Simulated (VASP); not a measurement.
Crystal: Co.

```
CELL_PARAMETERS angstrom
0.00000 1.76004 1.76004
1.76004 0.00000 1.76004
1.76004 1.76004 0.00000
ATOMIC_POSITIONS crystal
Co 0.00000 0.00000 0.00000
```

This isn't the form of Co at room conditions, which is hcp.

Base run:

- Program: VASP 6.6.1
- Functional: PBE
- Potentials or basis: VASP PAW PBE potentials, release 64 (Co)
- Cutoff: 520 eV
- k mesh: 20 × 20 × 20
- Occupations: gaussian, width 0.05 eV
- Spin: collinear spin, ferromagnetic start
- Starting moments: [1.88] μB

Its results: pressure -0.7 GPa.

Q: The run is repeated on the same cell with these changes: spin from collinear spin, ferromagnetic start to no spin polarisation; further incar settings from ALGO = Normal; EDIFF = 1e-07; NBANDS = 14 to ALGO = Normal; EDIFF = 1e-06; NBANDS = 10. What comes out?

A: Pressure -13.2 GPa.

Caveats: the cell stands under tension (at least some runs).
